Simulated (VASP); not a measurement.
# Ga (P-1) in VASP: a series of runs

Ga is run at these levels: LDA; tasks: single point.

Everything below comes from runs of VASP 6.6.1. Logs are shortened: lines on timing, memory, paths and dates and some standing lists are left out, and cuts for length are marked.

## (1) The cell of the first run

The typed cell holds 2 atoms: a = 4.257 Å, b = 4.257 Å, c = 3.332 Å, α = 90.66°, β = 90.66°, γ = 142.09°.

## (2) Single point, LDA (shortest bond scaled by 1.1)

INCAR reads:

```
SYSTEM = Ga
PREC     = Accurate       ! precision mode
ENCUT    = 500            ! plane-wave cutoff, eV
EDIFF    = 1E-6           ! SCF threshold, eV
ISMEAR   = -1             ! smearing method
SIGMA    = 0.05           ! smearing width, eV
LREAL    = .FALSE.        ! projectors in reciprocal space
LASPH    = .TRUE.         ! aspherical terms in the spheres
NELM     = 120            ! most SCF steps
ALGO     = Normal         ! electronic algorithm
ISIF     = 2              ! what is computed and relaxed
LWAVE    = .FALSE.        ! write WAVECAR
LCHARG   = .TRUE.         ! write CHGCAR
LELF     = .TRUE.         ! ELF
LVHAR    = .TRUE.       
NBANDS   = 20             ! bands
GGA_COMPAT= .FALSE.
```

KPOINTS reads:

```
regular mesh
0
G
  11 11 9
  0 0 0
```

POSCAR reads:

```
Ga
1.0
    1.3830000000     -4.0265000000      0.0000000000
    1.3830000000      4.0265000000      0.0000000000
   -0.1174474948      0.0000000000      3.3299294416
Ga
2
Direct
    0.8559000000      0.1441000000      0.2750000000
    0.1441000000      0.8559000000      0.7250000000
```

Potentials or basis: VASP PAW LDA potentials, release 64 (Ga_d).

Run with:

```bash
cat potpaw_LDA.64/Ga_d/POTCAR > POTCAR
mpirun -np 1 vasp_std > vasp.out
```

OUTCAR:

```text
SYSTEM = Ga
   PREC = Accurate
   ENCUT = 500
   EDIFF = 1E-6
   ISMEAR = -1
   LREAL = .FALSE.
   LASPH = .TRUE.
   NELM = 120
   ISIF = 2

 ion  position               nearest neighbor table
   1  0.856  0.144  0.275-   2 2.63   2 2.69   2 2.76   2 2.83   2 2.89
   2  0.144  0.856  0.725-   1 2.63   1 2.69   1 2.76   1 2.83   1 2.89

  LATTYP: Found a base centered monoclinic cell.
 ALAT       =     2.7660000000
 B/A-ratio  =     2.9114244396
 C/A-ratio  =     1.2046276211
 COS(beta)  =    -0.0352483478

  Lattice vectors:

 A1 = (   1.3830000000,  -4.0265000000,   0.0000000000)
 A2 = (   1.3830000000,   4.0265000000,   0.0000000000)
 A3 = (  -0.1174474948,   0.0000000000,   3.3299294416)

Analysis of symmetry for initial positions (statically):
=====================================================================
 Subroutine PRICEL returns:
 Original cell was already a primitive cell.

 Routine SETGRP: Setting up the symmetry group for a
 base centered monoclinic supercell.

 Subroutine GETGRP returns: Found  2 space group operations
 (whereof  2 operations were pure point group operations)
 out of a pool of  4 trial point group operations.

The static configuration has the point symmetry S_2 .

Analysis of symmetry for dynamics (positions and initial velocities):
=====================================================================
 Subroutine PRICEL returns:
 Original cell was already a primitive cell.

 Routine SETGRP: Setting up the symmetry group for a
 base centered monoclinic supercell.

 Subroutine GETGRP returns: Found  2 space group operations
 (whereof  2 operations were pure point group operations)
 out of a pool of  4 trial point group operations.

The dynamic configuration has the point symmetry S_2 .

 Subroutine INISYM returns: Found  2 space group operations
 (whereof  2 operations are pure point group operations),
 and found     1 'primitive' translations

----------------------------------------------------------------------------------------

                                     Primitive cell

  volume of cell :      37.0864

  direct lattice vectors                    reciprocal lattice vectors
     1.383000000 -4.026500000  0.000000000     0.361532899 -0.124177325  0.012751361
     1.383000000  4.026500000  0.000000000     0.361532899  0.124177325  0.012751361
    -0.117447495  0.000000000  3.329929442     0.000000000  0.000000000  0.300306663

  length of vectors
     4.257392541  4.257392541  3.332000000     0.382476983  0.382476983  0.300306663

  position of ions in fractional coordinates (direct lattice)
     0.855900000  0.144100000  0.275000000
     0.144100000  0.855900000  0.725000000

  ion indices of the primitive-cell ions
   primitive index   ion index
                 1           1
                 2           2

----------------------------------------------------------------------------------------

 KPOINTS: regular mesh

Automatic generation of k-mesh.
 Grid dimensions read from file:
 generate k-points for:   11   11    9

 Generating k-lattice:

  Cartesian coordinates                     Fractional coordinates (reciprocal lattice)
     0.032866627 -0.011288848  0.001159215     0.090909091  0.000000000 -0.000000000
     0.032866627  0.011288848  0.001159215     0.000000000  0.090909091 -0.000000000
     0.000000000  0.000000000  0.033367407     0.000000000  0.000000000  0.111111111

  Length of vectors
     0.034770635  0.034770635  0.033367407

  Shift w.r.t. Gamma in fractional coordinates (k-lattice)
     0.000000000  0.000000000  0.000000000

 Subroutine IBZKPT returns following result:
 ===========================================

 Found    545 irreducible k-points:

 Following reciprocal coordinates:
            Coordinates               Weight
  0.000000  0.000000  0.000000      1.000000
  0.090909 -0.000000  0.000000      2.000000
  0.000000 -0.090909  0.000000      2.000000
  0.181818  0.000000 -0.000000      2.000000
  0.000000 -0.181818  0.000000      2.000000
  0.272727 -0.000000  0.000000      2.000000
[... 16 lines left out ...]
 -0.363636  0.090909  0.000000      2.000000
 -0.090909  0.363636  0.000000      2.000000
 [... further k-points ...]
   k-points           NKPTS =    545   k-points in BZ     NKDIM =    545   number of bands    NBANDS=     20
   number of dos      NEDOS =    301   number of ions     NIONS =      2
   total plane-waves  NPLWV =  24576
   dimension x,y,z NGX =    32 NGY =   32 NGZ =   24
   dimension x,y,z NGXF=    64 NGYF=   64 NGZF=   48
   ions per type =               2
   NGX,Y,Z   is equivalent  to a cutoff of  12.50, 12.50, 11.97 a.u.
   NGXF,Y,Z  is equivalent  to a cutoff of  24.99, 24.99, 23.95 a.u.
 SYSTEM =  Ga
   PREC   = accura    normal or accurate (medium, high low for compatibility)
   ISTART =      0    job   : 0-new  1-cont  2-samecut
   ICHARG =      2    charge: 1-file 2-atom 10-const
   ISPIN  =      1    spin polarized calculation?
   LNONCOLLINEAR =      F non collinear calculations
   LSORBIT =      F    spin-orbit coupling
   LASPH  =      T    aspherical Exc in radial PAW
   ENCUT  =  500.0 eV  36.75 Ry    6.06 a.u.   7.76  7.76  6.08*2*pi/ulx,y,z
   NELM   =    120;   NELMIN=  2; NELMDL= -5     # of ELM steps
   EDIFF  = 0.1E-05   stopping-criterion for ELM
   LREAL  =      F    real-space projection
   EDIFFG = 0.1E-04   stopping-criterion for IOM
   NSW    =      0    number of steps for IOM
   IBRION =     -1    ionic relax: 0-MD 1-quasi-New 2-CG
   NFREE  =      0    steps in history (QN), initial steepest desc. (CG)
   ISIF   =      2    stress and relaxation
   ISYM   =      2    0-nonsym 1-usesym 2-fastsym
   POTIM  = 0.5000    time-step for ionic-motion
   TEBEG  =    0.0;   TEEND  =   0.0 temperature during run
   PSTRESS=    0.0 pullay stress
   NELECT =      26.0000    total number of electrons
   NUPDOWN=      -1.0000    fix difference up-down
   EMIN   =  10.00;   EMAX   =-10.00  energy-range for DOS
   EFERMI =   0.00;   METHOD = LEGACY
   ISMEAR =    -1;   SIGMA  =   0.05  broadening in eV -4-tet -1-fermi 0-gaus
   EFERMI_NEDOS =   21; number of points for ismear=-14 and -15
   IALGO  =     38    algorithm
   IMIX   =      4    mixing-type and parameters
     AMIX     =   0.40;   BMIX     =  1.00
     AMIX_MAG =   1.60;   BMIX_MAG =  1.00
  volume/ion in A,a.u.               =      18.54       125.14
  Fermi-wavevector in a.u.,A,eV,Ry     =   1.454323  2.748273 28.777089  2.115056
  Thomas-Fermi vector in A             =   2.571487
   LORBIT       =      0    0 simple, 1 ext, 2 COOP (PROOUT), +10 PAW based schemes
   GGA     = CA    functional components
   LHFCALC =     F    Hartree Fock is set to
   AEXX    =    0.0000 exact exchange contribution
   IVDW    =     0    specifies the selected vdW correction
   LEPSILON=     F    determine dielectric tensor
   LRPA    =     F    only Hartree local field effects (RPA)
 non-spin polarized calculation
  energy-cutoff  :      500.00
  volume of cell :       37.09
 maximum number of plane-waves:       957
   NGX = 15   NGY = 15   NGZ = 13

 number of electron      25.9999989 magnetization

 Free energy of the ion-electron system (eV)
  ---------------------------------------------------
  ext. energy  EPLUGINS =         0.00000000
  ---------------------------------------------------
  free energy    TOTEN  =        -7.06422332 eV

  energy without entropy =       -7.05830125  energy(sigma->0) =       -7.06126228

 E-fermi :   5.4338     XC(G=0): -11.3492

 val. band max:        5.4319132632   @ k =  -0.1818   0.0000   0.1111
 cond. band min:       5.4404029097   @ k =   0.3636   0.0909  -0.3333
 fundamental gap:      0.0084896465
 Fermi energy:         5.4337565720

 k-point     1 :       0.0000    0.0000    0.0000
  band No.  band energies     occupation
      1      -9.9048      2.00000
      2      -9.8594      2.00000
      3      -9.8221      2.00000
      4      -9.7598      2.00000
      5      -9.6279      2.00000
      6      -9.5339      2.00000
[... 12 lines left out ...]
     19      16.4590      0.00000
     20      18.2659      0.00000

 k-point     2 :       0.0909   -0.0000    0.0000
  band No.  band energies     occupation
      1      -9.8820      2.00000
      2      -9.8525      2.00000
      3      -9.8072      2.00000
      4      -9.7376      2.00000
      5      -9.6393      2.00000
      6      -9.5462      2.00000
[... 12 lines left out ...]
     19      16.7445      0.00000
     20      19.4423      0.00000

 k-point     3 :       0.0000   -0.0909    0.0000
  band No.  band energies     occupation
      1      -9.8817      2.00000
      2      -9.8529      2.00000
      3      -9.8067      2.00000
      4      -9.7383      2.00000
      5      -9.6394      2.00000
      6      -9.5487      2.00000
[... 12 lines left out ...]
     19      16.7348      0.00000
     20      19.4598      0.00000

 k-point     4 :       0.1818    0.0000   -0.0000
  band No.  band energies     occupation
      1      -9.8464      2.00000
      2      -9.8272      2.00000
      3      -9.7659      2.00000
      4      -9.6812      2.00000
      5      -9.6617      2.00000
      6      -9.5819      2.00000
[... 12 lines left out ...]
     19      16.8552      0.00000
     20      20.2770      0.00000

 k-point     5 :       0.0000   -0.1818    0.0000
  band No.  band energies     occupation
      1      -9.8425      2.00000
      2      -9.8313      2.00000
      3      -9.7645      2.00000
      4      -9.6918      2.00000
      5      -9.6541      2.00000
      6      -9.5870      2.00000
[... 12 lines left out ...]
     19      16.8531      0.00000
     20      20.3686      0.00000
[... 353 lines left out ...]
      6      -9.5849      2.00000
[... 12 lines left out ...]
     19      15.8624      0.00000
     20      17.0100      0.00000

 k-point    22 :      -0.0909    0.4545   -0.0000
  band No.  band energies     occupation
      1      -9.8292      2.00000
      2      -9.7983      2.00000
      3      -9.7786      2.00000
      4      -9.6927      2.00000
      5      -9.6469      2.00000
      6      -9.5872      2.00000
[... 12 lines left out ...]
     19      15.7974      0.00000
     20      16.9579      0.00000

 k-point    23 :      -0.3636    0.0909    0.0000
  band No.  band energies     occupation
      1      -9.8281      2.00000
      2      -9.7827      2.00000
      3      -9.7480      2.00000
      4      -9.6846      2.00000
      5      -9.6524      2.00000
      6      -9.5920      2.00000
[... 12 lines left out ...]
     19      16.1218      0.00000
     20      18.6353      0.00000

 k-point    24 :      -0.0909    0.3636    0.0000
  band No.  band energies     occupation
      1      -9.8202      2.00000
      2      -9.7912      2.00000
      3      -9.7537      2.00000
      4      -9.6911      2.00000
      5      -9.6512      2.00000
      6      -9.5916      2.00000
[... 12 lines left out ...]
     19      16.1503      0.00000
     20      18.7471      0.00000

 [... further k-points ...]
[... 5 lines left out ...]
  --------------------------------------------------------------------------------------
  -------------------------------------------------------------------------------------
  Total       -0.1608506     -0.8489205     -0.5730270      0.0590341      0.4055622      0.1436424
  in kB       -6.9489350    -36.6743723    -24.7554445      2.5503430     17.5207688      6.2055231
  external PRESSURE =     -22.7929173 kB  Pullay stress =       0.0000000 kB

 VOLUME and BASIS-vectors are now :
 -----------------------------------------------------------------------------
  energy-cutoff  :      500.00
  volume of cell :       37.09
      direct lattice vectors                 reciprocal lattice vectors
     1.383000000 -4.026500000  0.000000000     0.361532899 -0.124177325  0.012751361
     1.383000000  4.026500000  0.000000000     0.361532899  0.124177325  0.012751361
    -0.117447495  0.000000000  3.329929442     0.000000000  0.000000000  0.300306663

 POSITION                                       TOTAL-FORCE (eV/Angst)
 -----------------------------------------------------------------------------------
      1.35070     -2.86606      0.91573        -0.028751     -0.632353     -0.307472
      1.29785      2.86606      2.41420         0.028751      0.632353      0.307472
 -----------------------------------------------------------------------------------
    total drift:                               -0.000000     -0.000000      0.000000

  FREE ENERGIE OF THE ION-ELECTRON SYSTEM (eV)
  ---------------------------------------------------
  free  energy   TOTEN  =        -7.0642233190 eV

  energy  without entropy=       -7.0583012465  energy(sigma->0) =       -7.06126228
```

Wall time 90 s (1 thread of Intel Xeon 6975P-C (Granite Rapids), shared host); peak memory 0.38 GiB.

Results:

| Item | Value |
| --- | --- |
| Free energy | -7.0642 eV |
| Pressure | -2.3 GPa |
| Largest force | 0.704 eV/Å |
| Band gap on the k mesh | zero (band 13 reaches 8.78 eV, above the bottom of band 14 at 2.26 eV) |

Forces in eV/Å, atoms in the order of the input:
```
Ga  -0.029 -0.632 -0.307
Ga   0.029  0.632  0.307
```

Stress tensor (GPa, compression positive):
```
-0.69  0.26  0.62
 0.26 -3.67  1.75
 0.62  1.75 -2.48
```

Caveat: the cell differs from its parent crystal (shortest bond scaled by 1.1).

## (3) Single point, LDA (shortest bond scaled by 0.88)

INCAR reads:

```
PREC = Accurate
ENCUT = 500
EDIFF = 1E-6
ISMEAR = -1
SIGMA = 0.05
LREAL = F
LASPH = T
NELM = 120
ALGO = Normal
ISIF = 2
LWAVE = F
LCHARG = F
NBANDS = 20
GGA_COMPAT = F
```

KPOINTS reads:

```
regular mesh
0
Gamma
  11 11 9
```

POSCAR reads:

```
Ga
1.0
    1.3830000000     -4.0265000000      0.0000000000
    1.3830000000      4.0265000000      0.0000000000
   -0.1174474948      0.0000000000      3.3299294416
Ga
2
Direct
    0.8847200000      0.1152800000      0.2200000000
    0.1152800000      0.8847200000      0.7800000000
```

Potentials or basis: VASP PAW LDA potentials, release 64 (Ga_d).

Run with:

```bash
cat potpaw_LDA.64/Ga_d/POTCAR > POTCAR
mpirun -np 1 vasp_std > vasp.out
```

OUTCAR:

```text
PREC = Accurate
   ENCUT = 500
   EDIFF = 1E-6
   ISMEAR = -1
   LREAL = F
   LASPH = T
   NELM = 120
   ISIF = 2

 ion  position               nearest neighbor table
   1  0.885  0.115  0.220-   2 2.37   2 2.63
   2  0.115  0.885  0.780-   1 2.37   1 2.63

  LATTYP: Found a base centered monoclinic cell.
 ALAT       =     2.7660000000
 B/A-ratio  =     2.9114244396
 C/A-ratio  =     1.2046276211
 COS(beta)  =    -0.0352483478

  Lattice vectors:

 A1 = (   1.3830000000,  -4.0265000000,   0.0000000000)
 A2 = (   1.3830000000,   4.0265000000,   0.0000000000)
 A3 = (  -0.1174474948,   0.0000000000,   3.3299294416)

Analysis of symmetry for initial positions (statically):
=====================================================================
 Subroutine PRICEL returns:
 Original cell was already a primitive cell.

 Routine SETGRP: Setting up the symmetry group for a
 base centered monoclinic supercell.

 Subroutine GETGRP returns: Found  2 space group operations
 (whereof  2 operations were pure point group operations)
 out of a pool of  4 trial point group operations.

[... 149 lines left out ...]
   NGX = 15   NGY = 15   NGZ = 13

 number of electron      26.0000011 magnetization

 Free energy of the ion-electron system (eV)
  ---------------------------------------------------
  ext. energy  EPLUGINS =         0.00000000
  ---------------------------------------------------
  free energy    TOTEN  =        -6.89231465 eV

  energy without entropy =       -6.88496668  energy(sigma->0) =       -6.88864067

 E-fermi :   5.3815     XC(G=0): -11.3503

 val. band max:        5.3805435950   @ k =   0.0000  -0.4545   0.0000
 cond. band min:       5.3820121619   @ k =   0.4545   0.2727  -0.2222
 fundamental gap:      0.0014685669
 Fermi energy:         5.3815227340

 k-point     1 :       0.0000    0.0000    0.0000
  band No.  band energies     occupation
      1     -10.0703      2.00000
      2      -9.9418      2.00000
      3      -9.9059      2.00000
      4      -9.7963      2.00000
      5      -9.6408      2.00000
      6      -9.5506      2.00000
[... 541 lines left out ...]
     19      16.1201      0.00000
     20      19.0703      0.00000

 [... further k-points ...]
[... 5 lines left out ...]
  --------------------------------------------------------------------------------------
  -------------------------------------------------------------------------------------
  Total       -1.2645034      0.6135961      0.5457189     -0.0643894      1.1860404      0.0245699
  in kB      -54.6280458     26.5080786     23.5757056     -2.7816989     51.2383536      1.0614478
  external PRESSURE =      -1.5147539 kB  Pullay stress =       0.0000000 kB

 VOLUME and BASIS-vectors are now :
 -----------------------------------------------------------------------------
  energy-cutoff  :      500.00
  volume of cell :       37.09
      direct lattice vectors                 reciprocal lattice vectors
     1.383000000 -4.026500000  0.000000000     0.361532899 -0.124177325  0.012751361
     1.383000000  4.026500000  0.000000000     0.361532899  0.124177325  0.012751361
    -0.117447495  0.000000000  3.329929442     0.000000000  0.000000000  0.300306663

 POSITION                                       TOTAL-FORCE (eV/Angst)
 -----------------------------------------------------------------------------------
      1.35716     -3.09815      0.73258        -0.021283      1.458738      0.625107
      1.29139      3.09815      2.59734         0.021283     -1.458738     -0.625107
 -----------------------------------------------------------------------------------
    total drift:                               -0.000000     -0.000000      0.000000

  FREE ENERGIE OF THE ION-ELECTRON SYSTEM (eV)
  ---------------------------------------------------
  free  energy   TOTEN  =        -6.8923146543 eV

  energy  without entropy=       -6.8849666809  energy(sigma->0) =       -6.88864067
```

OSZICAR:

```text
N       E                     dE             d eps       ncg     rms          rms(c)
DAV:   1     0.129271939827E+03    0.12927E+03   -0.12931E+04 22940   0.240E+03
DAV:   2     0.443541371331E+01   -0.12484E+03   -0.12172E+03 22468   0.379E+02
DAV:   3    -0.681897585077E+01   -0.11254E+02   -0.11198E+02 24496   0.946E+01
DAV:   4    -0.698959608668E+01   -0.17062E+00   -0.17052E+00 25020   0.127E+01
DAV:   5    -0.699241496895E+01   -0.28189E-02   -0.28187E-02 24836   0.162E+00    0.161E+00
DAV:   6    -0.691062811646E+01    0.81787E-01   -0.13357E-01 30712   0.550E+00    0.769E-01
DAV:   7    -0.689393088392E+01    0.16697E-01   -0.35367E-02 29508   0.188E+00    0.205E-01
DAV:   8    -0.689239094107E+01    0.15399E-02   -0.44307E-03 23612   0.798E-01    0.484E-02
DAV:   9    -0.689231525589E+01    0.75685E-04   -0.32630E-04 29000   0.168E-01    0.868E-03
DAV:  10    -0.689231491386E+01    0.34204E-06   -0.39575E-05 24620   0.789E-02    0.441E-03
DAV:  11    -0.689231465427E+01    0.25959E-06   -0.50041E-06 24400   0.296E-02
   1 F= -.68923147E+01 E0= -.68886407E+01  d E =-.734797E-02
```

Run time: 89 s. Hardware: 1 thread of Intel Xeon 6975P-C (Granite Rapids), shared host; peak memory 0.38 GiB.

What came out:

```
Free energy            : -6.8923 eV
Pressure               : -0.2 GPa
Largest force          : 1.587 eV/Å
Band gap on the k mesh : zero (band 13 reaches 9.09 eV, above the bottom of band 14 at 1.93 eV)
```

Forces in eV/Å, atoms in the order of the input:
```
Ga  -0.021  1.459  0.625
Ga   0.021 -1.459 -0.625
```

Stress tensor (GPa, compression positive):
```
-5.46 -0.28  0.11
-0.28  2.65  5.12
 0.11  5.12  2.36
```

Caveat: the cell differs from its parent crystal (shortest bond scaled by 0.88); forces of over 1 eV/Å act on the atoms, so gaps and moduli don't describe the material at rest.

(Part 1 of 2 ends here.)
